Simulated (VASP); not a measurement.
Input of a VASP 6.6.1 run:

Contents of POSCAR:

```
Ag
1.0
    0.0000000000      2.0696313722      2.0696313722
    2.0696313722      0.0000000000      2.0696313722
    2.0696313722      2.0696313722      0.0000000000
Ag
1
Direct
    0.0000000000      0.0000000000      0.0000000000
```

File INCAR.step1:

```
SYSTEM = Ag
  PREC = Accurate
  ENCUT = 520
  ISMEAR = -1
  SIGMA = 0.05
  LREAL = .False.
  LASPH = .True.
  NELM = 100
  NBANDS = 12
  GGA = PE
  ALGO = Normal
  EDIFF = 1E-4
  LWAVE = .True.
  LCHARG = .False.
```

File INCAR.step2:

```
SYSTEM = Ag
  PREC = Accurate
  ENCUT = 520
  EDIFF = 1E-6
  ISMEAR = -1
  SIGMA = 0.05
  LREAL = .False.
  LASPH = .True.
  NELM = 100
  ALGO = Normal
  ISIF = 2
  LWAVE = .False.
  LCHARG = .True.
  METAGGA = R2SCAN
  LMIXTAU = .True.
  LELF = .True.
  LVHAR = .True.
  NBANDS = 12
  ISTART = 1
```

File KPOINTS:

```
regular mesh
0
Gamma
  11 11 11
  0 0 0
```

Potentials or basis: VASP PAW PBE potentials, release 64 (Ag).

Command:

```bash
$ cat potpaw_PBE.64/Ag/POTCAR > POTCAR
$ cp INCAR.step1 INCAR
$ mpirun -np 1 vasp_std > vasp.out
$ cp INCAR.step2 INCAR
$ mpirun -np 1 vasp_std > vasp.out
```

**Question.** What does it give for the pressure?

**Answer.** -2.5 GPa.

Caveat: the PAW data sets were made with another functional, which shifts forces and pressure a little.
